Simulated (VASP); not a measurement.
# Mg in VASP: a series of runs, part 2 of 2

VASP 6.6.1. The steps go on from the part before.

**4. Single point, LDA**

Input file INCAR:

```
SYSTEM = Mg
ALGO = Normal
DIPOL = 0.5 0.5 0.500
EDIFF = 1E-6
ENCUT = 520
IDIPOL = 3
ISIF = 2
ISMEAR = -1
LASPH = .True.
LCHARG = .False.
LDIPOL = .True.
LREAL = .False.
LWAVE = .False.
NBANDS = 7
NELM = 60
PREC = Accurate
SIGMA = 0.1
```

Input file KPOINTS:

```
k-points
0
Gamma
  13 13 1
  0 0 0
```

Input file POSCAR:

```
Mg
1.0
    3.1367078615      0.0000000000      0.0000000000
   -1.5683539307      2.7164686923      0.0000000000
    0.0000000000      0.0000000000     16.0000000000
Mg
1
Direct
    0.0000000000      0.0000000000      0.5000000000
```

Potentials or basis: VASP PAW LDA potentials, release 64 (Mg).

Started as:

```console
$ cat potpaw_LDA.64/Mg/POTCAR > POTCAR
$ mpirun -np 1 vasp_std > vasp.out
```

OUTCAR:

```text
SYSTEM = Mg
   EDIFF = 1E-6
   ENCUT = 520
   ISIF = 2
   ISMEAR = -1
   LASPH = .True.
   LREAL = .False.
   NELM = 60
   PREC = Accurate

 ion  position               nearest neighbor table
   1  0.000  0.000  0.500-

  LATTYP: Found a hexagonal cell.
 ALAT       =     3.1367078615
 C/A-ratio  =     5.1008894377

  Lattice vectors:

 A1 = (   3.1367078615,   0.0000000000,   0.0000000000)
 A2 = (  -1.5683539307,   2.7164686923,   0.0000000000)
 A3 = (   0.0000000000,   0.0000000000,  16.0000000000)

Analysis of symmetry for initial positions (statically):
=====================================================================
 Subroutine PRICEL returns:
 Original cell was already a primitive cell.

 Routine SETGRP: Setting up the symmetry group for a
 hexagonal supercell.

 Subroutine GETGRP returns: Found 24 space group operations
 (whereof 24 operations were pure point group operations)
 out of a pool of 24 trial point group operations.

The static configuration has the point symmetry D_6h.

Analysis of symmetry for dynamics (positions and initial velocities):
=====================================================================
 Subroutine PRICEL returns:
 Original cell was already a primitive cell.

 Routine SETGRP: Setting up the symmetry group for a
 hexagonal supercell.

 Subroutine GETGRP returns: Found 24 space group operations
 (whereof 24 operations were pure point group operations)
 out of a pool of 24 trial point group operations.

The dynamic configuration has the point symmetry D_6h.

 Subroutine INISYM returns: Found 24 space group operations
 (whereof 24 operations are pure point group operations),
 and found     1 'primitive' translations

----------------------------------------------------------------------------------------

                                     Primitive cell

  volume of cell :     136.3323

  direct lattice vectors                    reciprocal lattice vectors
[... 107 lines left out ...]
   LHFCALC =     F    Hartree Fock is set to
   AEXX    =    0.0000 exact exchange contribution
   IVDW    =     0    specifies the selected vdW correction
   LEPSILON=     F    determine dielectric tensor
   LRPA    =     F    only Hartree local field effects (RPA)
 non-spin polarized calculation
  energy-cutoff  :      520.00
  volume of cell :      136.33
 maximum number of plane-waves:      3704
 NGX is ok and might be reduce to    24
   NGX = 11   NGY = 11   NGZ = 59

 number of electron       2.0000000 magnetization

 dipolmoment           0.000000      0.000000     -0.000000 electrons x Angstroem

 Free energy of the ion-electron system (eV)
  ---------------------------------------------------
  ext. energy  EPLUGINS =         0.00000000
  ---------------------------------------------------
  free energy    TOTEN  =        -1.10809089 eV

  energy without entropy =       -1.08986394  energy(sigma->0) =       -1.09897742

 E-fermi :  -2.5237     XC(G=0):  -2.5725

 val. band max:       -2.5946754651   @ k =   0.0769   0.0769   0.0000
 cond. band min:      -2.4791116583   @ k =   0.1538   0.0000   0.0000
 fundamental gap:      0.1155638068
 Fermi energy:        -2.5236792349

 k-point     1 :       0.0000    0.0000    0.0000
  band No.  band energies     occupation
      1      -7.4060      2.00000
      2      -2.9414      1.96977
      3       0.0666      0.00000
      4       1.2491      0.00000
      5       1.4631      0.00000
      6       3.8052      0.00000
      7       3.8341      0.00000
[... 191 lines left out ...]
 k-point    21 :       0.3077    0.3077    0.0000
  band No.  band energies     occupation
      1      -1.9055      0.00412
      2      -0.7037      0.00000
      3       0.3607      0.00000
      4       2.5400      0.00000
      5       3.9558      0.00000
      6       4.4002      0.00000
      7       5.9052      0.00000

------------------------ aborting loop because EDIFF is reached ----------------------------------------

 vacuum level on the upper side and lower side of the slab       (xc-potential included)        -0.132        -0.132

  FORCE on cell =-STRESS in cart. coord.  units (eV):
  Direction    XX          YY          ZZ          XY          YZ          ZX
  --------------------------------------------------------------------------------------
  -------------------------------------------------------------------------------------
  Total       -0.7122457     -0.7122457     -0.0000710     -0.0000000      0.0000000      0.0000000
  in kB       -8.3703120     -8.3703120     -0.0008348     -0.0000000      0.0000000      0.0000000
  external PRESSURE =      -5.5804863 kB  Pullay stress =       0.0000000 kB

 VOLUME and BASIS-vectors are now :
 -----------------------------------------------------------------------------
  energy-cutoff  :      520.00
  volume of cell :      136.33
      direct lattice vectors                 reciprocal lattice vectors
     3.136707862  0.000000000  0.000000000     0.318805590  0.184062493  0.000000000
    -1.568353931  2.716468692  0.000000000     0.000000000  0.368124986  0.000000000
     0.000000000  0.000000000 16.000000000     0.000000000  0.000000000  0.062500000

 POSITION                                       TOTAL-FORCE (eV/Angst)
 -----------------------------------------------------------------------------------
      0.00000      0.00000      8.00000         0.000000      0.000000      0.000000
 -----------------------------------------------------------------------------------
    total drift:                                0.000000      0.000000     -0.000000

  FREE ENERGIE OF THE ION-ELECTRON SYSTEM (eV)
  ---------------------------------------------------
  free  energy   TOTEN  =        -1.1080908909 eV

  energy  without entropy=       -1.0898639435  energy(sigma->0) =       -1.09897742

 vacuum level on the upper side and lower side of the slab         1.067         1.067
```

stdout:

```text
POSCAR found type information on POSCAR Mg
 POSCAR found :  1 types and       1 ions
 scaLAPACK will be used
 LDA part: xc-table for (Slater(with rela. corr.)+CA(PZ))
 , standard interpolation
 POSCAR, INCAR and KPOINTS ok, starting setup
 FFT: planning ... GRIDC
 FFT: planning ... GRID_SOFT
 FFT: planning ... GRID
 WAVECAR not read
 entering main loop
```

Wall time 26 s (1 thread of Intel Xeon 8259CL, shared host); peak memory 0.19 GiB.

What came out:

- Free energy: -1.1081 eV
- Band gap on the k mesh: zero (bands 1 and 2 overlap by 1.04 eV)

**5. Single point, LDA**

Input file INCAR:

```
SYSTEM = Mg
  ALGO = Normal
  DIPOL = 0.5 0.5 0.500
  EDIFF = 1E-6
  ENCUT = 520
  GGA = CA
  IDIPOL = 3
  ISIF = 2
  ISMEAR = -1
  LASPH = .TRUE.
  LCHARG = .TRUE.
  LDIPOL = .TRUE.
  LELF = .TRUE.
  LREAL = .FALSE.
  LVACPOTAV = .TRUE.
  LVHAR = .TRUE.
  LWAVE = .FALSE.
  NBANDS = 7
  NELM = 100
  PREC = Accurate
  SIGMA = 0.1
```

Input file KPOINTS:

```
k-points
0
G
  13 13 1
  0 0 0
```

POSCAR is that of step 4.

Started as:

```console
$ cat potpaw_LDA.64/Mg/POTCAR > POTCAR
$ mpirun -np 1 vasp_std > vasp.out
```

Run time: 30 s. Hardware: 1 thread of Intel Xeon 8259CL, shared host; peak memory 0.19 GiB.

Results (log left out):

| Property | Result |
| --- | --- |
| Free energy | -1.1081 eV |
| Band gap on the k mesh | zero (bands 1 and 2 overlap by 1.04 eV) |

Levels at points of the mesh, in eV from the Fermi level:
```tsv
k point	band 1	band 2	band 3	band 4	band 5
(0.00, 0.00, 0.00)	-4.88	-0.42	2.59	3.77	3.99
```

The gap in the log of VASP goes by the Fermi energy; the results here count the filled bands.